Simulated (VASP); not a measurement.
# BAs (F-43m) in VASP: single point with PBE-based global hybrid with 50 % exact exchange

Aim: the single point of BAs with PBE-based global hybrid with 50 % exact exchange.

Everything below comes from runs of VASP 6.6.1. Logs are shortened: lines on timing, memory, paths and dates and some standing lists are left out, and cuts for length are marked.

## 1. The cell of the first run

Symmetry: F-43m, No. 216, cubic system. Conventional cell: a = 4.784 Å, b = 4.784 Å, c = 4.784 Å, α = 90.00°, β = 90.00°, γ = 90.00°. Within 2.7 Å of B (site symmetry -43m) lie 4 As at 2.07 Å. Within 2.7 Å of As (site symmetry -43m) lie 4 B at 2.07 Å.

## 2. Single point, PBE-based global hybrid with 50 % exact exchange

The input, POSCAR:

```
BAs
1.0
    0.0000000000      2.3918698977      2.3918698977
    2.3918698977      0.0000000000      2.3918698977
    2.3918698977      2.3918698977      0.0000000000
B As
1 1
Direct
    0.0000000000      0.0000000000      0.0000000000
    0.2500000000      0.2500000000      0.2500000000
```

The input, INCAR.step1:

```
SYSTEM = BAs
PREC     = Accurate       ! precision mode
ENCUT    = 420            ! plane-wave cutoff, eV
EDIFF    = 1E-5           ! SCF threshold, eV
ISMEAR   = 0              ! smearing method
SIGMA    = 0.01           ! smearing width, eV
LREAL    = .FALSE.        ! projectors in reciprocal space
LASPH    = .TRUE.         ! aspherical terms in the spheres
NELM     = 120            ! most SCF steps
ALGO     = Normal         ! electronic algorithm
ISIF     = 2              ! what is computed and relaxed
LWAVE    = .TRUE.         ! write WAVECAR
LCHARG   = .FALSE.        ! write CHGCAR
NBANDS   = 16             ! bands
GGA      = PE             ! functional
GGA_COMPAT= .FALSE.
```

The input, INCAR.step2:

```
SYSTEM = BAs
PREC     = Accurate       ! precision mode
ENCUT    = 420            ! plane-wave cutoff, eV
EDIFF    = 1E-6           ! SCF threshold, eV
ISMEAR   = 0              ! smearing method
SIGMA    = 0.01           ! smearing width, eV
LREAL    = .FALSE.        ! projectors in reciprocal space
LASPH    = .TRUE.         ! aspherical terms in the spheres
NELM     = 120            ! most SCF steps
ALGO     = Normal         ! electronic algorithm
ISIF     = 2              ! what is computed and relaxed
LWAVE    = .FALSE.        ! write WAVECAR
LCHARG   = .FALSE.        ! write CHGCAR
GGA      = PE             ! functional
LHFCALC  = .TRUE.         ! exact exchange
AEXX     = 0.5            ! exact-exchange fraction
PRECFOCK = Normal       
NBANDS   = 16             ! bands
ISTART   = 1            
GGA_COMPAT= .FALSE.
```

The input, KPOINTS:

```
regular mesh
0
G
  4 4 4
  0 0 0
```

Potentials or basis: VASP PAW PBE potentials, release 64 (B, As_d).

Command:

```console
$ cat potpaw_PBE.64/B/POTCAR potpaw_PBE.64/As_d/POTCAR > POTCAR
$ cp INCAR.step1 INCAR
$ mpirun -np 1 vasp_std > vasp.out
$ cp INCAR.step2 INCAR
$ mpirun -np 1 vasp_std > vasp.out
```

OUTCAR:

```text
SYSTEM = BAs
   PREC = Accurate
   ENCUT = 420
   EDIFF = 1E-6
   ISMEAR = 0
   LREAL = .FALSE.
   LASPH = .TRUE.
   NELM = 120
   ISIF = 2
   GGA = PE
   LHFCALC = .TRUE.
   AEXX = 0.5
   PRECFOCK = Normal
   ISTART = 1

 ion  position               nearest neighbor table
   1  0.000  0.000  0.000-   2 2.07   2 2.07   2 2.07   2 2.07
   2  0.250  0.250  0.250-   1 2.07   1 2.07   1 2.07   1 2.07

  LATTYP: Found a face centered cubic cell.
 ALAT       =     4.7837397954

  Lattice vectors:

 A1 = (   0.0000000000,   2.3918698977,   2.3918698977)
 A2 = (   2.3918698977,   0.0000000000,   2.3918698977)
 A3 = (   2.3918698977,   2.3918698977,   0.0000000000)

Analysis of symmetry for initial positions (statically):
=====================================================================
 Subroutine PRICEL returns:
 Original cell was already a primitive cell.

 Routine SETGRP: Setting up the symmetry group for a
 face centered cubic supercell.

 Subroutine GETGRP returns: Found 24 space group operations
 (whereof 24 operations were pure point group operations)
 out of a pool of 48 trial point group operations.

The static configuration has the point symmetry T_d .

Analysis of symmetry for dynamics (positions and initial velocities):
=====================================================================
 Subroutine PRICEL returns:
 Original cell was already a primitive cell.

 Routine SETGRP: Setting up the symmetry group for a
 face centered cubic supercell.

 Subroutine GETGRP returns: Found 24 space group operations
 (whereof 24 operations were pure point group operations)
 out of a pool of 48 trial point group operations.

The dynamic configuration has the point symmetry T_d .

 Subroutine INISYM returns: Found 24 space group operations
 (whereof 24 operations are pure point group operations),
 and found     1 'primitive' translations

----------------------------------------------------------------------------------------

                                     Primitive cell

  volume of cell :      27.3680

  direct lattice vectors                    reciprocal lattice vectors
     0.000000000  2.391869898  2.391869898    -0.209041470  0.209041470  0.209041470
     2.391869898  0.000000000  2.391869898     0.209041470 -0.209041470  0.209041470
     2.391869898  2.391869898  0.000000000     0.209041470  0.209041470 -0.209041470

  length of vectors
     3.382614849  3.382614849  3.382614849     0.362070447  0.362070447  0.362070447

  position of ions in fractional coordinates (direct lattice)
     0.000000000  0.000000000  0.000000000
     0.250000000  0.250000000  0.250000000

[... 70 lines left out ...]
   NELECT =      18.0000    total number of electrons
   NUPDOWN=      -1.0000    fix difference up-down
   EMIN   =  10.00;   EMAX   =-10.00  energy-range for DOS
   EFERMI =   0.00;   METHOD = LEGACY
   ISMEAR =     0;   SIGMA  =   0.01  broadening in eV -4-tet -1-fermi 0-gaus
   EFERMI_NEDOS =   21; number of points for ismear=-14 and -15
   IALGO  =     38    algorithm
   IMIX   =      1    mixing-type and parameters
     AMIX     =   0.40;   BMIX     =  1.00
     AMIX_MAG =   1.60;   BMIX_MAG =  1.00
  volume/ion in A,a.u.               =      13.68        92.34
  Fermi-wavevector in a.u.,A,eV,Ry     =   1.423699  2.690401 27.577897  2.026918
  Thomas-Fermi vector in A             =   2.544269
   LORBIT       =      0    0 simple, 1 ext, 2 COOP (PROOUT), +10 PAW based schemes
   GGA     = PE    functional components
   LHFCALC =     T    Hartree Fock is set to
   PRECFOCK=normal    Normal, Fast or Accurate (Low or Medium for compatibility)
   ENCUT4O =  -1.0   cutoff for four orbital integrals eV
   NKREDX  =     1    reduce k-point grid by
   NKREDY  =     1    reduce k-point grid by
   NKREDZ  =     1    reduce k-point grid by
   AEXX    =    0.5000 exact exchange contribution
   HFSCREEN=    0.0000 screening length (either q_TF or 0.3 A-1)
   HFSCREENC=   0.0000 screening length for correlation (either q_TF or 0.3 A-1)
   ENCUTFOCK=  -1.0 apply spherical cutoff to Coloumb kernel
   IVDW    =     0    specifies the selected vdW correction
   LEPSILON=     F    determine dielectric tensor
   LRPA    =     F    only Hartree local field effects (RPA)
 non-spin polarized calculation
 Gauss-broadening in eV      SIGMA  =   0.01
  energy-cutoff  :      420.00
  volume of cell :       27.37
 maximum number of plane-waves:       544
 NGX is ok and might be reduce to    24
  NGX = 18; NGY = 18; NGZ = 18

 number of electron      18.0000019 magnetization

 Free energy of the ion-electron system (eV)
  ---------------------------------------------------
  ext. energy  EPLUGINS =         0.00000000
  ---------------------------------------------------
  free energy    TOTEN  =       -17.08829904 eV

  energy without entropy =      -17.08829904  energy(sigma->0) =      -17.08829904

 E-fermi :   3.2363     XC(G=0):  -6.4054

 val. band max:        3.1394551424   @ k =   0.0000   0.0000   0.0000
 cond. band min:       7.5350525549   @ k =   0.5000   0.5000   0.0000
 fundamental gap:      4.3955974125
 Fermi energy:         3.2362561509

 k-point     1 :       0.0000    0.0000    0.0000
  band No.  band energies     occupation
      1     -39.7481      2.00000
      2     -39.7481      2.00000
      3     -39.7481      2.00000
      4     -39.7182      2.00000
      5     -39.7182      2.00000
      6     -15.2940      2.00000
[... 129 lines left out ...]
      3     -39.7328      2.00000
      4     -39.7208      2.00000
      5     -39.7154      2.00000
      6      -9.8975      2.00000
[... 8 lines left out ...]
     15      23.4056      0.00000
     16      23.5016      0.00000

------------------------ aborting loop because EDIFF is reached ----------------------------------------

  FORCE on cell =-STRESS in cart. coord.  units (eV):
  Direction    XX          YY          ZZ          XY          YZ          ZX
  --------------------------------------------------------------------------------------
  -------------------------------------------------------------------------------------
  Total       -0.7126433     -0.7126433     -0.7126433      0.0000000     -0.0000000      0.0000000
  in kB      -41.7196003    -41.7196003    -41.7196003      0.0000000     -0.0000000      0.0000000
  external PRESSURE =     -41.7196003 kB  Pullay stress =       0.0000000 kB

 VOLUME and BASIS-vectors are now :
 -----------------------------------------------------------------------------
  energy-cutoff  :      420.00
  volume of cell :       27.37
      direct lattice vectors                 reciprocal lattice vectors
     0.000000000  2.391869898  2.391869898    -0.209041470  0.209041470  0.209041470
     2.391869898  0.000000000  2.391869898     0.209041470 -0.209041470  0.209041470
     2.391869898  2.391869898  0.000000000     0.209041470  0.209041470 -0.209041470

 POSITION                                       TOTAL-FORCE (eV/Angst)
 -----------------------------------------------------------------------------------
      0.00000      0.00000      0.00000        -0.000000      0.000000      0.000000
      1.19593      1.19593      1.19593         0.000000     -0.000000     -0.000000
 -----------------------------------------------------------------------------------
    total drift:                               -0.000009     -0.000021     -0.000016

  FREE ENERGIE OF THE ION-ELECTRON SYSTEM (eV)
  ---------------------------------------------------
  free  energy   TOTEN  =       -17.0882990369 eV

  energy  without entropy=      -17.0882990369  energy(sigma->0) =      -17.08829904
```

OSZICAR.step1:

```text
N       E                     dE             d eps       ncg     rms          rms(c)
DAV:   1     0.814214656508E+02    0.81421E+02   -0.73692E+03   288   0.492E+03
DAV:   2    -0.314753755768E+01   -0.84569E+02   -0.80755E+02   288   0.583E+02
DAV:   3    -0.117494827682E+02   -0.86019E+01   -0.85722E+01   296   0.857E+01
DAV:   4    -0.119420259749E+02   -0.19254E+00   -0.19252E+00   320   0.133E+01
DAV:   5    -0.119442558788E+02   -0.22299E-02   -0.22299E-02   296   0.175E+00    0.548E+00
DAV:   6    -0.113320145251E+02    0.61224E+00   -0.87107E-01   296   0.668E+00    0.270E+00
DAV:   7    -0.112698770612E+02    0.62137E-01   -0.14363E-01   336   0.255E+00    0.109E+00
DAV:   8    -0.112635433812E+02    0.63337E-02   -0.19080E-02   344   0.193E+00    0.104E-01
DAV:   9    -0.112637662933E+02   -0.22291E-03   -0.13120E-03   328   0.724E-01    0.472E-02
DAV:  10    -0.112638992465E+02   -0.13295E-03   -0.24248E-04   304   0.312E-01    0.187E-02
DAV:  11    -0.112639120145E+02   -0.12768E-04   -0.29504E-05   336   0.952E-02    0.584E-03
DAV:  12    -0.112639129004E+02   -0.88588E-06   -0.28128E-06   192   0.329E-02
   1 F= -.11263913E+02 E0= -.11263913E+02  d E =-.131323E-36
```

Run time: 1.9 min. Hardware: 1 thread of AMD EPYC 9R45 (Zen 5), shared host; peak memory 0.11 GiB.

What came out:

* Free energy: -17.0883 eV
* Pressure: -4.2 GPa
* Band gap on the k mesh: 4.40 eV (least direct gap 6.64 eV)

Levels at points of the mesh, in eV from the valence-band top:
| k point | band 5 | band 6 | band 7 | band 8 | band 9 | band 10 | band 11 | band 12 | band 13 | band 14 |
| --- | --- | --- | --- | --- | --- | --- | --- | --- | --- | --- |
| (0.00, 0.00, 0.00) | -42.86 | -18.43 | 0.00 | 0.00 | 0.00 | 6.64 | 6.64 | 6.64 | 8.75 | 13.21 |
| (0.50, 0.00, 0.00) | -42.86 | -14.93 | -10.57 | -2.15 | -2.15 | 6.11 | 8.29 | 8.29 | 12.74 | 17.06 |
| (0.50, 0.50, 0.00) | -42.85 | -13.24 | -10.41 | -4.83 | -4.83 | 4.40 | 4.50 | 16.26 | 16.26 | 17.64 |

Caveat: the k points lie up to 0.57 Å⁻¹ apart; the PAW data sets were made with another functional, which shifts forces and pressure a little.
